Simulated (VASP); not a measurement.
Set up this calculation in VASP 6.6.1, as the native input.

```yaml
Task: relaxation of cell and atoms
Functional: PBE
Potentials_or_basis: VASP PAW PBE potentials, release 64 (Sn_d, Ge_d)
Cutoff: 600 eV
k_mesh: 6 × 6 × 2
Occupations: gaussian, width 0.1 eV
Spin: no spin polarisation
Dipole_correction: no
Further_INCAR_settings: ALGO = Normal; EDIFF = 1e-06; IBRION = 2; EDIFFG = -0.04; NSW = 90; ISIF = 3
```

The structure of SnGe2 lies in POSCAR:

```
SnGe2
1.0
    3.9754554200      0.0000000000      0.0000000000
   -1.9877277100      3.4428453900      0.0000000000
    0.0000000000      0.0000000000      9.7378372800
Sn Ge
2 4
Direct
    0.0000000000      0.0000000000      0.8750000000
    0.0000000000      0.0000000000      0.1250000000
    0.3333333300      0.6666666700      0.5416666700
    0.6666666700      0.3333333300      0.2083333300
    0.6666666700      0.3333333300      0.4583333300
    0.3333333300      0.6666666700      0.7916666700
```

One way to write it, as run:

INCAR

```
SYSTEM = SnGe2
PREC = Accurate ; ENCUT = 600
EDIFF = 1E-6 ; ISMEAR = 0
SIGMA = 0.1 ; LREAL = .False.
LASPH = .True. ; NELM = 60
ALGO = Normal ; ISIF = 3
LWAVE = .False. ; LCHARG = .False.
GGA = PE ; IBRION = 2
NSW = 90 ; EDIFFG = -0.04
```

KPOINTS

```
regular mesh
0
Gamma
  6 6 2
  0 0 0
```

Potentials or basis: VASP PAW PBE potentials, release 64 (Sn_d, Ge_d).

Run with:

```bash
$ cat potpaw_PBE.64/Sn_d/POTCAR potpaw_PBE.64/Ge_d/POTCAR > POTCAR
$ mpirun -np 1 vasp_std > vasp.out
```

Results of the run:

```yaml
Relaxed_volume: 28.03 Å³/atom
Relaxed_cell: a = 4.308 Å, b = 4.308 Å, c = 10.466 Å, α = 90.00°, β = 90.00°, γ = 120.00°
Space_group_after_relaxing_to_0.1_Å: P-3m1 (No. 164)
Energy_gained_by_relaxing: 386.7 meV/atom
Ionic_steps: 14
Pressure_after_relaxing: -0.1 GPa
Largest_force_after_relaxing: 0.015 eV/Å
Band_gap_on_the_k_mesh: zero (bands 42 and 43 overlap by 0.31 eV)
```

Caveat: the volume moved by over 15 % at a fixed basis, so the end points are rough; semilocal functionals underestimate gaps, and a narrow one can read as zero; spin-orbit coupling is left out, which moves the levels of the heavy elements.

Run time: 31 min on 1 thread of Intel Xeon 8259CL, on a shared host, peak memory 0.33 GiB.
